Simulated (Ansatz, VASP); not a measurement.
**Cu: VASP beside Ansatz**

Contents of INCAR:

```
SYSTEM = Cu
ALGO = Fast
EDIFF = 1E-6
ENCUT = 520
GGA = PS
ISIF = 2
ISMEAR = 0
LASPH = .True.
LCHARG = .False.
LREAL = .False.
LWAVE = .False.
NBANDS = 18
NELM = 80
PREC = Accurate
SIGMA = 0.15
```

Contents of KPOINTS:

```
k-points
0
Gamma
  30 30 14
  0 0 0
```

The input POSCAR:

```
Cu
1.0
    2.5205910259      0.0000000000      0.0000000000
   -1.2602955130      2.1828958610      0.0000000000
    0.0000000000      0.0000000000      4.1165232698
Cu
2
Direct
    0.3333333333      0.6666666667      0.2609315549
    0.6666666667      0.3333333333      0.7390684451
```

Input for Ansatz:

```yaml
crystal:
  lattice:
    - [2.5205910259, 0.0, 0.0]
    - [-1.260295513, 2.182895861, 0.0]
    - [0.0, 0.0, 4.1165232698]
  atoms:
    - { symbol: Cu, position: [0.3333333333, 0.6666666667, 0.2609315549] }
    - { symbol: Cu, position: [0.6666666667, 0.3333333333, 0.7390684451] }
basis:
  ecutwfc: 420
kpoints:
  mp_grid: { grid: [30, 30, 14] }
hamiltonian:
  xc: pbesol
scf:
  occupations: { method: gaussian, width: 0.15 }
output:
  forces: true
  stress: true
  eigenvalues: true
```

Change from the starting cell: mode 6 (263.3 1/cm) frozen in, largest displacement +0.045 Å.

Alike in both runs: task single point; functional PBEsol; k mesh 30 × 30 × 14; occupations gaussian, width 0.15 eV; no spin polarisation.

```csv
,VASP,Ansatz
version,VASP 6.6.1,Ansatz 0.2.0
potentials or method,"VASP PAW PBE potentials, release 64 (Cu), cutoff 520 eV","scalar-relativistic, plane waves, PAW"
valence electrons in the cell,22,38
```

Ansatz gave:

| Item | Value |
| --- | --- |
| gap on the k mesh at the Fermi level (eV) | none |
| pressure (GPa) | 0.9 |
| traceless stress, the component that is largest in VASP (GPa) | 1.18 |
| rms of the force components (eV/Å) | 0.426 |

Task: What did VASP give for the same quantities?

Result: gap on the k mesh at the Fermi level (eV): none; pressure (GPa): 2.0; traceless stress, the component that is largest in VASP (GPa): 1.16; rms of the force components (eV/Å): 0.429.

VASP's potentials were made for PBE, not for PBEsol. Atom by atom the forces differ by 0.003 eV/Å (rms over components). A gap of «none» marks a metal or a gap that the smearing closes. VASP's potentials hold 22 valence electrons a cell and Ansatz's 38, so a difference there can come from the potentials and not from the codes.
